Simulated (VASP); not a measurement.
# BN (R3m) in VASP: a series of runs, part 2 of 2

VASP 6.6.1. The steps go on from the part before.

### 3 Single point, r2SCAN

This run uses another cell than the first one, of 8.60 Å³/atom, 0.940 times its volume.

POSCAR

```
BN
1.0
    1.2255815191      0.7075898200      3.3040796871
   -1.2255815191      0.7075898200      3.3040796871
    0.0000000000     -1.4151796399      3.3040796871
N B
1 1
Direct
    0.6672382000      0.6672382000      0.6672382000
    0.0003288000      0.0003288000      0.0003288000
```

INCAR.step1

```
SYSTEM = BN
  PREC = Accurate
  ENCUT = 520
  ISMEAR = -1
  SIGMA = 0.05
  LREAL = .False.
  LASPH = .True.
  NELM = 80
  NBANDS = 11
  GGA = PE
  ALGO = Normal
  EDIFF = 1E-4
  LWAVE = .True.
  LCHARG = .False.
```

INCAR.step2

```
SYSTEM = BN
  PREC = Accurate
  ENCUT = 520
  EDIFF = 1E-6
  ISMEAR = -1
  SIGMA = 0.05
  LREAL = .False.
  LASPH = .True.
  NELM = 80
  ALGO = Normal
  ISIF = 2
  LWAVE = .False.
  LCHARG = .False.
  METAGGA = R2SCAN
  LMIXTAU = .True.
  NBANDS = 11
  ISTART = 1
```

KPOINTS

```
regular mesh
0
Gamma
  12 12 12
  0 0 0
```

Potentials or basis: VASP PAW PBE potentials, release 64 (N, B).

Command:

```
$ cat potpaw_PBE.64/N/POTCAR potpaw_PBE.64/B/POTCAR > POTCAR
$ cp INCAR.step1 INCAR
$ mpirun -np 1 vasp_std > vasp.out
$ cp INCAR.step2 INCAR
$ mpirun -np 1 vasp_std > vasp.out
```

OUTCAR:

```text
SYSTEM = BN
   PREC = Accurate
   ENCUT = 520
   EDIFF = 1E-6
   ISMEAR = -1
   LREAL = .False.
   LASPH = .True.
   NELM = 80
   ISIF = 2
   METAGGA = R2SCAN
   ISTART = 1

 ion  position               nearest neighbor table
   1  0.667  0.667  0.667-   2 1.42   2 1.42   2 1.42
   2  0.000  0.000  0.000-   1 1.42   1 1.42   1 1.42

  LATTYP: Found a trigonal (rhomboedric) cell.
 ALAT       =     3.5943950801
 COS(alpha) =     0.7674786797

  Lattice vectors:

 A1 = (   1.2255815191,   0.7075898200,   3.3040796871)
 A2 = (  -1.2255815191,   0.7075898200,   3.3040796871)
 A3 = (   0.0000000000,  -1.4151796399,   3.3040796871)

Analysis of symmetry for initial positions (statically):
=====================================================================
 Subroutine PRICEL returns:
 Original cell was already a primitive cell.

 Routine SETGRP: Setting up the symmetry group for a
 trigonal (rhombohedral) supercell.

 Subroutine GETGRP returns: Found  6 space group operations
 (whereof  6 operations were pure point group operations)
 out of a pool of 12 trial point group operations.

The static configuration has the point symmetry C_3v.

Analysis of symmetry for dynamics (positions and initial velocities):
=====================================================================
 Subroutine PRICEL returns:
 Original cell was already a primitive cell.

 Routine SETGRP: Setting up the symmetry group for a
 trigonal (rhombohedral) supercell.

 Subroutine GETGRP returns: Found  6 space group operations
 (whereof  6 operations were pure point group operations)
 out of a pool of 12 trial point group operations.

The dynamic configuration has the point symmetry C_3v.

 Subroutine INISYM returns: Found  6 space group operations
 (whereof  6 operations are pure point group operations),
 and found     1 'primitive' translations

----------------------------------------------------------------------------------------

                                     Primitive cell

  volume of cell :      17.1920

  direct lattice vectors                    reciprocal lattice vectors
     1.225581519  0.707589820  3.304079687     0.407969598  0.235541357  0.100885380
    -1.225581519  0.707589820  3.304079687    -0.407969598  0.235541357  0.100885380
     0.000000000 -1.415179640  3.304079687     0.000000000 -0.471082715  0.100885380

  length of vectors
     3.594395080  3.594395080  3.594395080     0.481764241  0.481764241  0.481764241

  position of ions in fractional coordinates (direct lattice)
     0.667238200  0.667238200  0.667238200
     0.000328800  0.000328800  0.000328800

  ion indices of the primitive-cell ions
   primitive index   ion index
                 1           1
                 2           2

----------------------------------------------------------------------------------------

 KPOINTS: regular mesh

Automatic generation of k-mesh.
 Grid dimensions read from file:
 generate k-points for:   12   12   12

 Generating k-lattice:

  Cartesian coordinates                     Fractional coordinates (reciprocal lattice)
     0.033997467  0.019628446  0.008407115     0.083333333  0.000000000  0.000000000
    -0.033997467  0.019628446  0.008407115     0.000000000  0.083333333  0.000000000
     0.000000000 -0.039256893  0.008407115     0.000000000  0.000000000  0.083333333

  Length of vectors
     0.040147020  0.040147020  0.040147020

  Shift w.r.t. Gamma in fractional coordinates (k-lattice)
     0.000000000  0.000000000  0.000000000

 Subroutine IBZKPT returns following result:
 ===========================================

 Found    189 irreducible k-points:

 Following reciprocal coordinates:
            Coordinates               Weight
  0.000000  0.000000  0.000000      1.000000
  0.083333  0.000000  0.000000      6.000000
  0.166667  0.000000  0.000000      6.000000
  0.250000  0.000000  0.000000      6.000000
  0.333333 -0.000000 -0.000000      6.000000
  0.416667  0.000000  0.000000      6.000000
[... 16 lines left out ...]
  0.500000  0.166667  0.000000     12.000000
 -0.416667  0.166667 -0.000000     12.000000
 [... further k-points ...]
   k-points           NKPTS =    189   k-points in BZ     NKDIM =    189   number of bands    NBANDS=     11
   number of dos      NEDOS =    301   number of ions     NIONS =      2
   total plane-waves  NPLWV =  21952
   dimension x,y,z NGX =    28 NGY =   28 NGZ =   28
   dimension x,y,z NGXF=    56 NGYF=   56 NGZF=   56
   ions per type =               1   1
   NGX,Y,Z   is equivalent  to a cutoff of  12.95, 12.95, 12.95 a.u.
   NGXF,Y,Z  is equivalent  to a cutoff of  25.90, 25.90, 25.90 a.u.
 SYSTEM =  BN
   PREC   = accura    normal or accurate (medium, high low for compatibility)
   ISTART =      1    job   : 0-new  1-cont  2-samecut
   ICHARG =      0    charge: 1-file 2-atom 10-const
   ISPIN  =      1    spin polarized calculation?
   LNONCOLLINEAR =      F non collinear calculations
   LSORBIT =      F    spin-orbit coupling
   LASPH  =      T    aspherical Exc in radial PAW
   ENCUT  =  520.0 eV  38.22 Ry    6.18 a.u.   6.68  6.68  6.68*2*pi/ulx,y,z
   NELM   =     80;   NELMIN=  2; NELMDL=  0     # of ELM steps
   EDIFF  = 0.1E-05   stopping-criterion for ELM
   LREAL  =      F    real-space projection
   EDIFFG = 0.1E-04   stopping-criterion for IOM
   NSW    =      0    number of steps for IOM
   IBRION =     -1    ionic relax: 0-MD 1-quasi-New 2-CG
   NFREE  =      0    steps in history (QN), initial steepest desc. (CG)
   ISIF   =      2    stress and relaxation
   ISYM   =      2    0-nonsym 1-usesym 2-fastsym
   POTIM  = 0.5000    time-step for ionic-motion
   TEBEG  =    0.0;   TEEND  =   0.0 temperature during run
   PSTRESS=    0.0 pullay stress
   NELECT =       8.0000    total number of electrons
   NUPDOWN=      -1.0000    fix difference up-down
   EMIN   =  10.00;   EMAX   =-10.00  energy-range for DOS
   EFERMI =   0.00;   METHOD = LEGACY
   ISMEAR =    -1;   SIGMA  =   0.05  broadening in eV -4-tet -1-fermi 0-gaus
   EFERMI_NEDOS =   21; number of points for ismear=-14 and -15
   IALGO  =     38    algorithm
   IMIX   =      4    mixing-type and parameters
     AMIX     =   0.40;   BMIX     =  1.00
     AMIX_MAG =   1.60;   BMIX_MAG =  1.00
  volume/ion in A,a.u.               =       8.60        58.01
  Fermi-wavevector in a.u.,A,eV,Ry     =   1.268614  2.397334 21.896979  1.609383
  Thomas-Fermi vector in A             =   2.401700
   LORBIT       =      0    0 simple, 1 ext, 2 COOP (PROOUT), +10 PAW based schemes
   METAGGA = R2SCAN    functional components
   LHFCALC =     F    Hartree Fock is set to
   AEXX    =    0.0000 exact exchange contribution
   IVDW    =     0    specifies the selected vdW correction
   LEPSILON=     F    determine dielectric tensor
   LRPA    =     F    only Hartree local field effects (RPA)
 non-spin polarized calculation
  energy-cutoff  :      520.00
  volume of cell :       17.19
 maximum number of plane-waves:       477
   NGX = 13   NGY = 13   NGZ = 13

 number of electron       8.0000000 magnetization

 Free energy of the ion-electron system (eV)
  ---------------------------------------------------
  ext. energy  EPLUGINS =         0.00000000
  ---------------------------------------------------
  free energy    TOTEN  =       -19.24050664 eV

  energy without entropy =      -19.24050664  energy(sigma->0) =      -19.24050664

 E-fermi :   3.4277     XC(G=0): -10.9181

 val. band max:        2.3050318786   @ k =  -0.3333   0.3333   0.0000
 cond. band min:       7.2211355925   @ k =   0.5000   0.5000   0.0000
 fundamental gap:      4.9161037140
 Fermi energy:         3.4276593196

 k-point     1 :       0.0000    0.0000    0.0000
  band No.  band energies     occupation
      1     -16.8690      2.00000
      2      -2.2145      2.00000
      3       1.0756      2.00000
      4       1.0756      2.00000
      5       7.9692      0.00000
      6      15.2798      0.00000
      7      15.2798      0.00000
      8      17.5708      0.00000
      9      19.2285      0.00000
     10      30.9367      0.00000
     11      32.8336      0.00000
[... 309 lines left out ...]
 k-point    24 :      -0.4167    0.1667   -0.0000
  band No.  band energies     occupation
      1     -13.1022      2.00000
      2      -6.8979      2.00000
      3      -3.4356      2.00000
      4       1.9783      2.00000
      5       8.3737      0.00000
      6      15.0981      0.00000
      7      17.1599      0.00000
      8      17.9260      0.00000
      9      21.5116      0.00000
     10      25.8100      0.00000
     11      27.9806      0.00000

 [... further k-points ...]
[... 5 lines left out ...]
  --------------------------------------------------------------------------------------
  -------------------------------------------------------------------------------------
  Total        2.6978266      2.6978266      0.0780563      0.0000000      0.0000000      0.0000000
  in kB      251.4195654    251.4195654      7.2743269      0.0000000      0.0000000      0.0000000
  external PRESSURE =     170.0378192 kB  Pullay stress =       0.0000000 kB

 VOLUME and BASIS-vectors are now :
 -----------------------------------------------------------------------------
  energy-cutoff  :      520.00
  volume of cell :       17.19
      direct lattice vectors                 reciprocal lattice vectors
     1.225581519  0.707589820  3.304079687     0.407969598  0.235541357  0.100885380
    -1.225581519  0.707589820  3.304079687    -0.407969598  0.235541357  0.100885380
     0.000000000 -1.415179640  3.304079687     0.000000000 -0.471082715  0.100885380

 POSITION                                       TOTAL-FORCE (eV/Angst)
 -----------------------------------------------------------------------------------
      0.00000      0.00000      6.61382         0.000000     -0.000000     -0.003540
      0.00000      0.00000      0.00326         0.000000      0.000000      0.003540
 -----------------------------------------------------------------------------------
    total drift:                               -0.000000      0.000000     -0.000113

  FREE ENERGIE OF THE ION-ELECTRON SYSTEM (eV)
  ---------------------------------------------------
  free  energy   TOTEN  =       -19.2405066377 eV

  energy  without entropy=      -19.2405066377  energy(sigma->0) =      -19.24050664
```

It took 3 min on 1 thread of Intel Xeon Platinum 8488C (Sapphire Rapids), shared host; peak memory 0.18 GiB.

Results:

* Free energy: -19.2405 eV
* Pressure: 17.0 GPa
* Largest force: 0.004 eV/Å
* Band gap on the k mesh: 4.92 eV, indirect (least direct gap 5.56 eV)

Forces in eV/Å, atoms in the order of the input:
```
N    0.000  0.000 -0.004
B    0.000  0.000  0.004
```

Caveat: the PAW data sets were made with another functional, which shifts forces and pressure a little. r2SCAN opens gaps a little over a GGA but as a rule still falls short of measured ones.

### 4 Single point, r2SCAN

This run uses another cell than the first one, of 8.78 Å³/atom, 0.960 times its volume.

POSCAR

```
BN
1.0
    1.2342126593      0.7125730110      3.3273486205
   -1.2342126593      0.7125730110      3.3273486205
    0.0000000000     -1.4251460221      3.3273486205
N B
1 1
Direct
    0.6672382000      0.6672382000      0.6672382000
    0.0003288000      0.0003288000      0.0003288000
```

INCAR.step1

```
  ALGO = Normal
  EDIFF = 1E-4
  ENCUT = 520
  GGA = PE
  ISMEAR = -1
  LASPH = True
  LCHARG = False
  LREAL = False
  LWAVE = True
  NBANDS = 11
  NELM = 100
  PREC = Accurate
  SIGMA = 0.05
```

INCAR.step2

```
  ALGO = Normal
  EDIFF = 1E-7
  ENCUT = 520
  ISIF = 2
  ISMEAR = -1
  ISTART = 1
  LASPH = True
  LCHARG = True
  LELF = True
  LMIXTAU = True
  LREAL = False
  LVHAR = True
  LWAVE = False
  METAGGA = R2SCAN
  NBANDS = 11
  NELM = 100
  PREC = Accurate
  SIGMA = 0.05
```

KPOINTS

```
k-points
0
Gamma
  12 12 12
```

Command:

```
$ cat potpaw_PBE.64/N/POTCAR potpaw_PBE.64/B/POTCAR > POTCAR
$ cp INCAR.step1 INCAR
$ mpirun -np 1 vasp_std > vasp.out
$ cp INCAR.step2 INCAR
$ mpirun -np 1 vasp_std > vasp.out
```

It took 3 min on 1 thread of Intel Xeon Platinum 8488C (Sapphire Rapids), shared host; peak memory 0.18 GiB.

Results (log left out):

```
Free energy            : -19.2727 eV
Pressure               : 10.8 GPa
Largest force          : 0.005 eV/Å
Band gap on the k mesh : 4.89 eV, indirect (least direct gap 5.51 eV)
```

Forces on the atoms (eV/Å):
```
N    0.000  0.000 -0.005
B    0.000  0.000  0.005
```

Stress tensor (GPa, compression positive):
```
15.99  0.00  0.00
 0.00 15.99  0.00
 0.00  0.00  0.50
```

Levels at points of the mesh, in eV from the valence-band top:
| k point | band 1 | band 2 | band 3 | band 4 | band 5 | band 6 | band 7 | band 8 |
| --- | --- | --- | --- | --- | --- | --- | --- | --- |
| (0.00, 0.00, 0.00) | -19.04 | -4.44 | -1.26 | -1.26 | 5.62 | 12.79 | 12.79 | 14.98 |
| (0.50, 0.00, 0.00) | -15.62 | -9.46 | -4.28 | -0.61 | 6.07 | 11.07 | 14.05 | 16.10 |
| (0.50, 0.50, 0.00) | -15.55 | -9.33 | -4.34 | -1.24 | 4.89 | 11.07 | 15.43 | 19.04 |
| (0.50, 0.50, 0.50) | -18.76 | -6.56 | -1.28 | -1.28 | 11.17 | 12.71 | 12.71 | 13.86 |

Caveat: the PAW data sets were made with another functional, which shifts forces and pressure a little. A k mesh can miss the band edges.

### 5 Single point, r2SCAN

This run uses another cell than the first one, of 8.96 Å³/atom, 0.980 times its volume.

POSCAR

```
BN
1.0
    1.2427247397      0.7174874630      3.3502965776
   -1.2427247397      0.7174874630      3.3502965776
    0.0000000000     -1.4349749260      3.3502965776
N B
1 1
Direct
    0.6672382000      0.6672382000      0.6672382000
    0.0003288000      0.0003288000      0.0003288000
```

INCAR.step1

```
SYSTEM = BN
  PREC = Accurate
  ENCUT = 520
  ISMEAR = -1
  SIGMA = 0.05
  LREAL = .FALSE.
  LASPH = .TRUE.
  NELM = 60
  NBANDS = 11
  GGA = PE
  ALGO = Normal
  EDIFF = 1E-4
  LWAVE = .TRUE.
  LCHARG = .FALSE.
```

INCAR.step2

```
SYSTEM = BN
  PREC = Accurate
  ENCUT = 520
  EDIFF = 1E-6
  ISMEAR = -1
  SIGMA = 0.05
  LREAL = .FALSE.
  LASPH = .TRUE.
  NELM = 60
  ALGO = Normal
  ISIF = 2
  LWAVE = .FALSE.
  LCHARG = .TRUE.
  METAGGA = R2SCAN
  LMIXTAU = .TRUE.
  LELF = .TRUE.
  LVHAR = .TRUE.
  NBANDS = 11
  ISTART = 1
```

KPOINTS

```
Automatic mesh
0
G
  12 12 12
  0 0 0
```

Command:

```
$ cat potpaw_PBE.64/N/POTCAR potpaw_PBE.64/B/POTCAR > POTCAR
$ cp INCAR.step1 INCAR
$ mpirun -np 1 vasp_std > vasp.out
$ cp INCAR.step2 INCAR
$ mpirun -np 1 vasp_std > vasp.out
```

Run time: 2.5 min. Hardware: 1 thread of Intel Xeon Platinum 8488C (Sapphire Rapids), shared host; peak memory 0.18 GiB.

It converged, with:

| Item | Value |
| --- | --- |
| Free energy | -19.2915 eV |
| Pressure | 5.2 GPa |
| Largest force | 0.007 eV/Å |
| Band gap on the k mesh | 4.86 eV, indirect (least direct gap 5.45 eV) |

Forces on the atoms (eV/Å):
```
N    0.000  0.000 -0.007
B    0.000  0.000  0.007
```

Stress tensor (GPa, compression positive):
```
7.65 0.00 0.00
0.00 7.65 0.00
0.00 0.00 0.32
```

Levels at points of the mesh, in eV from the valence-band top:
| k point | band 1 | band 2 | band 3 | band 4 | band 5 | band 6 | band 7 | band 8 | band 9 |
| --- | --- | --- | --- | --- | --- | --- | --- | --- | --- |
| (0.00, 0.00, 0.00) | -18.90 | -4.36 | -1.29 | -1.29 | 5.58 | 12.61 | 12.61 | 14.70 | 16.07 |
| (0.50, 0.00, 0.00) | -15.56 | -9.37 | -4.25 | -0.60 | 6.02 | 10.85 | 13.91 | 15.94 | 21.27 |
| (0.50, 0.50, 0.00) | -15.48 | -9.24 | -4.31 | -1.21 | 4.86 | 10.84 | 15.26 | 18.81 | 21.82 |
| (0.50, 0.50, 0.50) | -18.64 | -6.42 | -1.30 | -1.30 | 11.01 | 12.53 | 12.53 | 13.46 | 18.05 |

Caveat: the PAW data sets were made with another functional, which shifts forces and pressure a little.

### 6 Overview

```tsv
task	level	cell	cutoff (eV)	gap on the mesh (eV)	pressure (GPa)	largest force (eV/Å)
relaxation of cell and atoms	PBEsol	relaxed to 30 GPa from a = 3.669 Å, angles 39.9°, 2 atoms	600	3.25	30.0	-
single point	r2SCAN	a = 3.594 Å, angles 39.9°, 2 atoms	520	4.92	17.0	-
single point	r2SCAN	a = 3.620 Å, angles 39.9°, 2 atoms	520	4.89	10.8	0.01
single point	r2SCAN	a = 3.645 Å, angles 39.9°, 2 atoms	520	4.86	5.2	0.01
```

Alike in all rows: potentials or basis VASP PAW PBE potentials, release 64 (N, B); no spin polarisation; k mesh 12 × 12 × 12; smearing fermi-dirac 0.05 eV.

Caveats: the PAW data sets were made with another functional, which shifts forces and pressure a little; the cell is relaxed towards a set pressure, so the enthalpy falls and the energy may rise (some runs); the volume moved by over 15 % at a fixed basis, so the end points are rough (some runs).

Total energies depend on the potentials used, so only differences within one code and one set of settings carry meaning.
